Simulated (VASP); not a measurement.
# Sb (Pm-3m) in VASP: a series of runs

Runs on Sb. Level: r2SCAN. Tasks: single point.

Program: VASP 6.6.1. These are calculated values, not measurements. Logs are shortened: lines on timing, memory, paths and dates and some standing lists are left out, and cuts for length are marked.

**1. The cell of the first run**

The structure is cubic, space group Pm-3m (No. 221). The conventional cell has a = 2.881 Å, b = 2.881 Å, c = 2.881 Å, α = 90.00°, β = 90.00°, γ = 90.00°. Sb (site symmetry m-3m) has 6 Sb at 2.88 Å within 3.8 Å.

This isn't the form of Sb at room conditions, which is rhombohedral.

**2. Single point, r2SCAN**

Contents of POSCAR:

```
Sb
1.0
    2.8812614613      0.0000000000      0.0000000000
    0.0000000000      2.8812614613      0.0000000000
    0.0000000000      0.0000000000      2.8812614613
Sb
1
Direct
    0.0000000000      0.0000000000      0.0000000000
```

Contents of INCAR.step1:

```
SYSTEM = Sb
PREC = Accurate
ENCUT = 520
ISMEAR = 0
SIGMA = 0.1
LREAL = .False.
LASPH = .True.
NELM = 60
NBANDS = 8
GGA = PE
ALGO = Normal
EDIFF = 1E-4
LWAVE = .True.
LCHARG = .False.
```

Contents of INCAR.step2:

```
SYSTEM = Sb
PREC = Accurate
ENCUT = 520
EDIFF = 1E-7
ISMEAR = 0
SIGMA = 0.1
LREAL = .False.
LASPH = .True.
NELM = 60
ALGO = Normal
ISIF = 2
LWAVE = .False.
LCHARG = .False.
METAGGA = R2SCAN
LMIXTAU = .True.
NBANDS = 8
ISTART = 1
```

Contents of KPOINTS:

```
Automatic mesh
0
Gamma
  14 14 14
  0 0 0
```

Potentials or basis: VASP PAW PBE potentials, release 64 (Sb).

On the command line:

```console
cat potpaw_PBE.64/Sb/POTCAR > POTCAR
cp INCAR.step1 INCAR
mpirun -np 1 vasp_std > vasp.out
cp INCAR.step2 INCAR
mpirun -np 1 vasp_std > vasp.out
```

OUTCAR:

```text
SYSTEM = Sb
   PREC = Accurate
   ENCUT = 520
   EDIFF = 1E-7
   ISMEAR = 0
   LREAL = .False.
   LASPH = .True.
   NELM = 60
   ISIF = 2
   METAGGA = R2SCAN
   ISTART = 1

 ion  position               nearest neighbor table
   1  0.000  0.000  0.000-

  LATTYP: Found a simple cubic cell.
 ALAT       =     2.8812614613

  Lattice vectors:

 A1 = (   2.8812614613,   0.0000000000,   0.0000000000)
 A2 = (   0.0000000000,   2.8812614613,   0.0000000000)
 A3 = (   0.0000000000,   0.0000000000,   2.8812614613)

Analysis of symmetry for initial positions (statically):
=====================================================================
 Subroutine PRICEL returns:
 Original cell was already a primitive cell.

 Routine SETGRP: Setting up the symmetry group for a
 simple cubic supercell.

 Subroutine GETGRP returns: Found 48 space group operations
 (whereof 48 operations were pure point group operations)
 out of a pool of 48 trial point group operations.

The static configuration has the point symmetry O_h .

Analysis of symmetry for dynamics (positions and initial velocities):
=====================================================================
 Subroutine PRICEL returns:
 Original cell was already a primitive cell.

 Routine SETGRP: Setting up the symmetry group for a
 simple cubic supercell.

 Subroutine GETGRP returns: Found 48 space group operations
 (whereof 48 operations were pure point group operations)
 out of a pool of 48 trial point group operations.

The dynamic configuration has the point symmetry O_h .

 Subroutine INISYM returns: Found 48 space group operations
 (whereof 48 operations are pure point group operations),
 and found     1 'primitive' translations

----------------------------------------------------------------------------------------

                                     Primitive cell

  volume of cell :      23.9193

  direct lattice vectors                    reciprocal lattice vectors
     2.881261461  0.000000000  0.000000000     0.347070203  0.000000000  0.000000000
     0.000000000  2.881261461  0.000000000     0.000000000  0.347070203  0.000000000
     0.000000000  0.000000000  2.881261461     0.000000000  0.000000000  0.347070203

  length of vectors
     2.881261461  2.881261461  2.881261461     0.347070203  0.347070203  0.347070203

  position of ions in fractional coordinates (direct lattice)
     0.000000000  0.000000000  0.000000000

  ion indices of the primitive-cell ions
   primitive index   ion index
[... 71 lines left out ...]
   ENCUT  =  520.0 eV  38.22 Ry    6.18 a.u.   5.36  5.36  5.36*2*pi/ulx,y,z
   NELM   =     60;   NELMIN=  2; NELMDL=  0     # of ELM steps
   EDIFF  = 0.1E-06   stopping-criterion for ELM
   LREAL  =      F    real-space projection
   EDIFFG = 0.1E-05   stopping-criterion for IOM
   NSW    =      0    number of steps for IOM
   IBRION =     -1    ionic relax: 0-MD 1-quasi-New 2-CG
   NFREE  =      0    steps in history (QN), initial steepest desc. (CG)
   ISIF   =      2    stress and relaxation
   ISYM   =      2    0-nonsym 1-usesym 2-fastsym
   POTIM  = 0.5000    time-step for ionic-motion
   TEBEG  =    0.0;   TEEND  =   0.0 temperature during run
   PSTRESS=    0.0 pullay stress
   NELECT =       5.0000    total number of electrons
   NUPDOWN=      -1.0000    fix difference up-down
   EMIN   =  10.00;   EMAX   =-10.00  energy-range for DOS
   EFERMI =   0.00;   METHOD = LEGACY
   ISMEAR =     0;   SIGMA  =   0.10  broadening in eV -4-tet -1-fermi 0-gaus
   EFERMI_NEDOS =   21; number of points for ismear=-14 and -15
   IALGO  =     38    algorithm
   IMIX   =      4    mixing-type and parameters
     AMIX     =   0.40;   BMIX     =  1.00
     AMIX_MAG =   1.60;   BMIX_MAG =  1.00
  volume/ion in A,a.u.               =      23.92       161.42
  Fermi-wavevector in a.u.,A,eV,Ry     =   0.971588  1.836035 12.843673  0.943983
  Thomas-Fermi vector in A             =   2.101817
   LORBIT       =      0    0 simple, 1 ext, 2 COOP (PROOUT), +10 PAW based schemes
   METAGGA = R2SCAN    functional components
   LHFCALC =     F    Hartree Fock is set to
   AEXX    =    0.0000 exact exchange contribution
   IVDW    =     0    specifies the selected vdW correction
   LEPSILON=     F    determine dielectric tensor
   LRPA    =     F    only Hartree local field effects (RPA)
 non-spin polarized calculation
 Gauss-broadening in eV      SIGMA  =   0.10
  energy-cutoff  :      520.00
  volume of cell :       23.92
 maximum number of plane-waves:       660
 NGX is ok and might be reduce to    24
   NGX = 11   NGY = 11   NGZ = 11

 number of electron       5.0000000 magnetization

 Free energy of the ion-electron system (eV)
  ---------------------------------------------------
  ext. energy  EPLUGINS =         0.00000000
  ---------------------------------------------------
  free energy    TOTEN  =       -25.36185000 eV

  energy without entropy =      -25.35955351  energy(sigma->0) =      -25.36070175

 E-fermi :  10.2053     XC(G=0): -11.1258

 val. band max:       10.1994097734   @ k =   0.2857   0.2143   0.0714
 cond. band min:      10.2101691859   @ k =   0.5000   0.2857   0.2143
 fundamental gap:      0.0107594124
 Fermi energy:        10.2052916669

 k-point     1 :       0.0000    0.0000    0.0000
  band No.  band energies     occupation
      1      -4.7930      2.00000
      2      14.2141      0.00000
      3      14.2141      0.00000
      4      14.2141      0.00000
      5      17.6649      0.00000
      6      17.6649      0.00000
      7      20.8835      0.00000
      8      29.8433      0.00000
[... 243 lines left out ...]
 k-point    24 :       0.3571    0.2143    0.0000
  band No.  band energies     occupation
      1      -1.6199      2.00000
      2       5.4250      2.00000
      3      10.7726      0.00000
      4      17.3264      0.00000
      5      17.8829      0.00000
      6      21.0140      0.00000
      7      24.6738      0.00000
      8      24.8172      0.00000

 [... further k-points ...]
[... 5 lines left out ...]
  --------------------------------------------------------------------------------------
  -------------------------------------------------------------------------------------
  Total        3.0476523      3.0476523      3.0476523     -0.0000000      0.0000000     -0.0000000
  in kB      204.1399441    204.1399441    204.1399441     -0.0000000      0.0000000     -0.0000000
  external PRESSURE =     204.1399441 kB  Pullay stress =       0.0000000 kB

 VOLUME and BASIS-vectors are now :
 -----------------------------------------------------------------------------
  energy-cutoff  :      520.00
  volume of cell :       23.92
      direct lattice vectors                 reciprocal lattice vectors
     2.881261461  0.000000000  0.000000000     0.347070203  0.000000000  0.000000000
     0.000000000  2.881261461  0.000000000     0.000000000  0.347070203  0.000000000
     0.000000000  0.000000000  2.881261461     0.000000000  0.000000000  0.347070203

 POSITION                                       TOTAL-FORCE (eV/Angst)
 -----------------------------------------------------------------------------------
      0.00000      0.00000      0.00000         0.000000      0.000000      0.000000
 -----------------------------------------------------------------------------------
    total drift:                               -0.000000      0.000000      0.000000

  FREE ENERGIE OF THE ION-ELECTRON SYSTEM (eV)
  ---------------------------------------------------
  free  energy   TOTEN  =       -25.3618499990 eV

  energy  without entropy=      -25.3595535094  energy(sigma->0) =      -25.36070175
```

OUTCAR.step1:

```text
SYSTEM = Sb
   PREC = Accurate
   ENCUT = 520
   ISMEAR = 0
   LREAL = .False.
   LASPH = .True.
   NELM = 60
[... 481 lines left out ...]
 -----------------------------------------------------------------------------------
      0.00000      0.00000      0.00000         0.000000      0.000000      0.000000
 -----------------------------------------------------------------------------------
    total drift:                                0.000000      0.000000      0.000000

  FREE ENERGIE OF THE ION-ELECTRON SYSTEM (eV)
  ---------------------------------------------------
  free  energy   TOTEN  =        -3.7699840117 eV

  energy  without entropy=       -3.7680115263  energy(sigma->0) =       -3.76899777
```

Wall time 27 s (1 thread of Intel Xeon Platinum 8559C (Emerald Rapids), shared host); peak memory 0.15 GiB.

Results:

* Free energy: -25.3618 eV
* Pressure: 20.4 GPa
* Band gap on the k mesh: zero (an odd number of electrons rules out a gap without spin polarisation)

Caveat: the cell stands under pressure; the PAW data sets were made with another functional, which shifts forces and pressure a little; spin-orbit coupling is left out, which moves the levels of the heavy elements; an odd number of electrons without spin polarisation forces a metal; a magnetic or distorted state may lie lower.

**3. Single point, r2SCAN**

This run uses another cell than the first one, of 25.90 Å³/atom.

Contents of POSCAR:

```
Sb
1.0
    2.9586514565      0.0000000000      0.0000000000
    0.0000000000      2.9586514565      0.0000000000
    0.0000000000      0.0000000000      2.9586514565
Sb
1
Direct
    0.0000000000      0.0000000000      0.0000000000
```

Contents of INCAR.step1:

```
SYSTEM = Sb
ALGO     = Normal         ! electronic algorithm
EDIFF    = 1E-4           ! SCF threshold, eV
ENCUT    = 520            ! plane-wave cutoff, eV
GGA      = PE             ! functional
ISMEAR   = 0              ! smearing method
LASPH    = .True.         ! aspherical terms in the spheres
LCHARG   = .False.        ! write CHGCAR
LREAL    = .False.        ! projectors in reciprocal space
LWAVE    = .True.         ! write WAVECAR
NBANDS   = 8              ! bands
NELM     = 80             ! most SCF steps
PREC     = Accurate       ! precision mode
SIGMA    = 0.1            ! smearing width, eV
```

Contents of INCAR.step2:

```
SYSTEM = Sb
ALGO     = Normal         ! electronic algorithm
EDIFF    = 1E-6           ! SCF threshold, eV
ENCUT    = 520            ! plane-wave cutoff, eV
ISIF     = 2              ! what is computed and relaxed
ISMEAR   = 0              ! smearing method
ISTART   = 1            
LASPH    = .True.         ! aspherical terms in the spheres
LCHARG   = .False.        ! write CHGCAR
LMIXTAU  = .True.       
LREAL    = .False.        ! projectors in reciprocal space
LWAVE    = .False.        ! write WAVECAR
METAGGA  = R2SCAN         ! meta-GGA
NBANDS   = 8              ! bands
NELM     = 80             ! most SCF steps
PREC     = Accurate       ! precision mode
SIGMA    = 0.1            ! smearing width, eV
```

Contents of KPOINTS:

```
k-points
0
Gamma
  14 14 14
  0 0 0
```

Potentials or basis: VASP PAW PBE potentials, release 64 (Sb).

On the command line:

```console
cat potpaw_PBE.64/Sb/POTCAR > POTCAR
cp INCAR.step1 INCAR
mpirun -np 1 vasp_std > vasp.out
cp INCAR.step2 INCAR
mpirun -np 1 vasp_std > vasp.out
```

It took 22 s on 1 thread of Intel Xeon Platinum 8559C (Emerald Rapids), shared host; peak memory 0.15 GiB.

The run converged. Its results:

```yaml
Free_energy: -25.5464 eV
Pressure: 10.2 GPa
Band_gap_on_the_k_mesh: zero (an odd number of electrons rules out a gap without spin polarisation)
```

Levels at points of the mesh, in eV from the Fermi level:
```csv
k point,band 1,band 2,band 3,band 4,band 5,band 6
"(0.00, 0.00, 0.00)",-14.22,3.80,3.80,3.80,7.36,7.36
"(0.50, 0.00, 0.00)",-11.07,-6.97,6.47,6.47,9.73,11.71
"(0.50, 0.50, 0.00)",-7.59,-4.51,-4.51,1.89,9.37,14.51
"(0.50, 0.50, 0.50)",-3.47,-2.13,-2.13,-2.13,4.92,4.92
```

Caveat: the cell stands under pressure; the PAW data sets were made with another functional, which shifts forces and pressure a little; spin-orbit coupling is left out, which moves the levels of the heavy elements; an odd number of electrons without spin polarisation forces a metal; a magnetic or distorted state may lie lower.

**4. Single point, r2SCAN**

This run uses another cell than the first one, of 27.34 Å³/atom.

Contents of POSCAR:

```
Sb
1.0
    3.0126157222      0.0000000000      0.0000000000
    0.0000000000      3.0126157222      0.0000000000
    0.0000000000      0.0000000000      3.0126157222
Sb
1
Direct
    0.0000000000      0.0000000000      0.0000000000
```

Contents of INCAR.step1:

```
SYSTEM = Sb
PREC     = Accurate       ! precision mode
ENCUT    = 520            ! plane-wave cutoff, eV
ISMEAR   = 0              ! smearing method
SIGMA    = 0.1            ! smearing width, eV
LREAL    = .False.        ! projectors in reciprocal space
LASPH    = .True.         ! aspherical terms in the spheres
NELM     = 80             ! most SCF steps
NBANDS   = 8              ! bands
GGA      = PE             ! functional
ALGO     = Normal         ! electronic algorithm
EDIFF    = 1E-4           ! SCF threshold, eV
LWAVE    = .True.         ! write WAVECAR
LCHARG   = .False.        ! write CHGCAR
```

Contents of INCAR.step2:

```
SYSTEM = Sb
PREC     = Accurate       ! precision mode
ENCUT    = 520            ! plane-wave cutoff, eV
EDIFF    = 1E-7           ! SCF threshold, eV
ISMEAR   = 0              ! smearing method
SIGMA    = 0.1            ! smearing width, eV
LREAL    = .False.        ! projectors in reciprocal space
LASPH    = .True.         ! aspherical terms in the spheres
NELM     = 80             ! most SCF steps
ALGO     = Normal         ! electronic algorithm
ISIF     = 2              ! what is computed and relaxed
LWAVE    = .False.        ! write WAVECAR
LCHARG   = .False.        ! write CHGCAR
METAGGA  = R2SCAN         ! meta-GGA
LMIXTAU  = .True.       
NBANDS   = 8              ! bands
ISTART   = 1
```

Contents of KPOINTS:

```
Automatic mesh
0
Gamma
  14 14 14
  0 0 0
```

On the command line:

```console
cat potpaw_PBE.64/Sb/POTCAR > POTCAR
cp INCAR.step1 INCAR
mpirun -np 1 vasp_std > vasp.out
cp INCAR.step2 INCAR
mpirun -np 1 vasp_std > vasp.out
```

Wall time 31 s (1 thread of Intel Xeon Platinum 8559C (Emerald Rapids), shared host); peak memory 0.15 GiB.

It converged, with:

```
Free energy            : -25.6139 eV
Pressure               : 5.1 GPa
Band gap on the k mesh : zero (an odd number of electrons rules out a gap without spin polarisation)
```

Levels at points of the mesh, in eV from the Fermi level:
| k point | band 1 | band 2 | band 3 | band 4 | band 5 | band 6 | band 7 | band 8 |
| --- | --- | --- | --- | --- | --- | --- | --- | --- |
| (0.00, 0.00, 0.00) | -13.71 | 3.67 | 3.67 | 3.67 | 7.32 | 7.32 | 9.73 | 18.93 |
| (0.50, 0.00, 0.00) | -10.79 | -6.52 | 6.13 | 6.13 | 9.58 | 11.58 | 12.25 | 12.34 |
| (0.50, 0.50, 0.00) | -7.60 | -4.21 | -4.21 | 2.13 | 8.73 | 14.23 | 14.29 | 14.30 |
| (0.50, 0.50, 0.50) | -3.87 | -2.00 | -2.00 | -2.00 | 5.03 | 5.03 | 5.03 | 7.33 |

Caveat: the cell stands under pressure; the PAW data sets were made with another functional, which shifts forces and pressure a little; spin-orbit coupling is left out, which moves the levels of the heavy elements; an odd number of electrons without spin polarisation forces a metal; a magnetic or distorted state may lie lower.

**5. The runs side by side**

```tsv
cell	gap on the mesh (eV)	pressure (GPa)
a = 2.881 Å, 1 atom	none	20.4
a = 2.959 Å, 1 atom	none	10.2
a = 3.013 Å, 1 atom	none	5.1
```

Alike in all rows: task single point; level r2SCAN; potentials or basis VASP PAW PBE potentials, release 64 (Sb); no spin polarisation; k mesh 14 × 14 × 14; cutoff (eV) 520; smearing gaussian 0.1 eV.

Caveats: the cell stands under pressure; the PAW data sets were made with another functional, which shifts forces and pressure a little; spin-orbit coupling is left out, which moves the levels of the heavy elements; an odd number of electrons without spin polarisation forces a metal; a magnetic or distorted state may lie lower.

Absolute energies hang on the potentials; compare differences alone.

The gap in the log of VASP goes by the Fermi energy; the results here count the filled bands.